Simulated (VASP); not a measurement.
A run of VASP 6.6.1 is set up as follows.

INCAR

```
PREC = Accurate ; ENCUT = 520
EDIFF = 1E-6 ; ISMEAR = -1
SIGMA = 0.05 ; LREAL = F
LASPH = T ; NELM = 150
ALGO = Normal ; ISIF = 2
LWAVE = F ; LCHARG = F
LMAXMIX = 4 ; LDAU = T
LDAUTYPE = 2 ; LDAUL = -1 2 -1
LDAUU = 0 4.5 0 ; LDAUJ = 0 0 0
LDAUPRINT = 1 ; GGA = PS
NBANDS = 28
```

KPOINTS

```
Automatic mesh
0
Gamma
  6 6 6
```

Contents of POSCAR:

```
BaTiO3
1.0
    2.8273666100      1.6323808700      2.3183934900
   -2.8273666100      1.6323808700      2.3183934900
    0.0000000000     -3.2647617400      2.3183934900
Ba Ti O
1 1 3
Direct
    0.0000000000      0.0000000000      0.0000000000
    0.4845000000      0.4845000000      0.4845000000
    0.5086000000      0.5086000000      0.0175000000
    0.0175000000      0.5086000000      0.5086000000
    0.5086000000      0.0175000000      0.5086000000
```

Potentials or basis: VASP PAW PBE potentials, release 64 (Ba_sv, Ti_sv, O).

The run is started by

```sh
$ cat potpaw_PBE.64/Ba_sv/POTCAR potpaw_PBE.64/Ti_sv/POTCAR potpaw_PBE.64/O/POTCAR > POTCAR
$ mpirun -np 1 vasp_std > vasp.out
```

Q: Predict the pressure.

A: 4.7 GPa.

Q: What does it give for the band gap on the k mesh?

A: 2.80 eV (least direct gap 3.21 eV).

Eigenvalues of the final occupation matrices:
```tsv
site	spin	trace	eigenvalues
site 2 d	1	0.83	0.11 0.11 0.11 0.25 0.25
site 2 d	2	0.83	0.11 0.11 0.11 0.25 0.25
```

Caveat: the cell stands under pressure; the PAW data sets were made with another functional, which shifts forces and pressure a little; spin-orbit coupling is left out, which moves the levels of the heavy elements. A k mesh can miss the band edges.
